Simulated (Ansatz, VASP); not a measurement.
# Two plane-wave programs on AlNiC6N6

Contents of INCAR:

```
PREC     = Accurate       # precision mode
ENCUT    = 520            # plane-wave cutoff, eV
EDIFF    = 1E-6           # SCF threshold, eV
ISMEAR   = 0              # smearing method
SIGMA    = 0.1            # smearing width, eV
LREAL    = F              # projectors in reciprocal space
LASPH    = T              # aspherical terms in the spheres
NELM     = 150            # most SCF steps
ALGO     = Normal         # electronic algorithm
ISIF     = 2              # what is computed and relaxed
LWAVE    = F              # write WAVECAR
LCHARG   = F              # write CHGCAR
ISPIN    = 2              # spin polarisation
MAGMOM   = 0 2 0 0 0 0 0 0 0 0 0 0 0 0 # initial moments
LORBIT   = 11             # projections on sites
LMAXMIX  = 4              # l up to which the mixer works
GGA      = PE             # functional
NBANDS   = 50             # bands
```

KPOINTS

```
regular mesh
0
Gamma
  4 4 4
```

POSCAR

```
AlNiC6N6
1.0
    0.0000000000      5.0525000000      5.0525000000
    5.0525000000      0.0000000000      5.0525000000
    5.0525000000      5.0525000000      0.0000000000
Al Ni C N
1 1 6 6
Direct
    0.0000000000      0.0000000000      0.0000000000
    0.5000000000      0.5000000000      0.5000000000
    0.8144482900      0.1855517100      0.1855517100
    0.1855517100      0.8144482900      0.1855517100
    0.1855517100      0.1855517100      0.8144482900
    0.1855517100      0.8144482900      0.8144482900
    0.8144482900      0.1855517100      0.8144482900
    0.8144482900      0.8144482900      0.1855517100
    0.6986640300      0.3013359700      0.3013359700
    0.3013359700      0.6986640300      0.3013359700
    0.3013359700      0.3013359700      0.6986640300
    0.3013359700      0.6986640300      0.6986640300
    0.6986640300      0.3013359700      0.6986640300
    0.6986640300      0.6986640300      0.3013359700
```

Input for Ansatz:

```yaml
crystal:
  lattice:
    - [0.0, 5.0525, 5.0525]
    - [5.0525, 0.0, 5.0525]
    - [5.0525, 5.0525, 0.0]
  atoms:
    - { symbol: Al, position: [0.0, 0.0, 0.0] }
    - { symbol: Ni, position: [0.5, 0.5, 0.5], spin: 2.0 }
    - { symbol: C, position: [0.81444829, 0.18555171, 0.18555171] }
    - { symbol: C, position: [0.18555171, 0.81444829, 0.18555171] }
    - { symbol: C, position: [0.18555171, 0.18555171, 0.81444829] }
    - { symbol: C, position: [0.18555171, 0.81444829, 0.81444829] }
    - { symbol: C, position: [0.81444829, 0.18555171, 0.81444829] }
    - { symbol: C, position: [0.81444829, 0.81444829, 0.18555171] }
    - { symbol: "N", position: [0.69866403, 0.30133597, 0.30133597] }
    - { symbol: "N", position: [0.30133597, 0.69866403, 0.30133597] }
    - { symbol: "N", position: [0.30133597, 0.30133597, 0.69866403] }
    - { symbol: "N", position: [0.30133597, 0.69866403, 0.69866403] }
    - { symbol: "N", position: [0.69866403, 0.30133597, 0.69866403] }
    - { symbol: "N", position: [0.69866403, 0.69866403, 0.30133597] }
basis:
  ecutwfc: 420
kpoints:
  mp_grid: { grid: [4, 4, 4] }
hamiltonian:
  xc: pbe
scf:
  occupations: { method: gaussian, width: 0.1 }
  lower_state_search: "off"
output:
  forces: true
  stress: true
  eigenvalues: true
  populations: true
magnetization:
  spin_polarized: true
```

Alike in both runs: task single point; functional PBE; k mesh 4 × 4 × 4; occupations gaussian, width 0.1 eV; collinear spin.

```csv
,VASP,Ansatz
version,VASP 6.6.1,Ansatz 0.2.0
potentials or method,"VASP PAW PBE potentials, release 64 (Al, Ni, C, N), cutoff 520 eV","scalar-relativistic, plane waves, PAW"
valence electrons in the cell,67,75
```

```csv
,VASP,Ansatz,Ansatz less VASP
gap on the k mesh at the Fermi level (eV),none,none,-
pressure (GPa),5.7,5.2,-0.44
rms of the force components (eV/Å),1.347,1.485,+0.1384
net moment per atom (μB),0.07,0.07,0.000
size of the moment on the site where the two differ most (μB),0.04,0.02,-0.016
```

Site moments also hang on the region over which each program counts them. Atom by atom the forces differ by 0.203 eV/Å (rms over components). A gap of «none» marks a metal or a gap that the smearing closes. VASP's potentials hold 67 valence electrons a cell and Ansatz's 75, so a difference there can come from the potentials and not from the codes.

Noted on VASP's run: the standard files for N, O and F lose accuracy on very short bonds.
